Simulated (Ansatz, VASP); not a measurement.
**Two plane-wave programs on Co**

```
Co
1.0
     0.00000    2.35990    2.35990
     2.35990    0.00000    2.35990
     2.35990    2.35990    0.00000
Co
2
Direct
  0.12500 0.12500 0.12500
  0.87500 0.87500 0.87500
```

Alike in both runs: task single point; functional PBE; k mesh 12 × 12 × 12; occupations fermi-dirac, width 0.1 eV; no spin polarisation.

|  | VASP | Ansatz |
| --- | --- | --- |
| version | VASP 6.6.1 | Ansatz 0.2.0 |
| potentials or method | VASP PAW PBE potentials, release 64 (Co_sv), cutoff 600 eV | plane waves (420 eV) with PAW, scalar-relativistic |
| valence electrons in the cell | 34 | 34 |

```tsv
	VASP	Ansatz	Ansatz less VASP
pressure (GPa)	19.3	22.4	+3.16
```
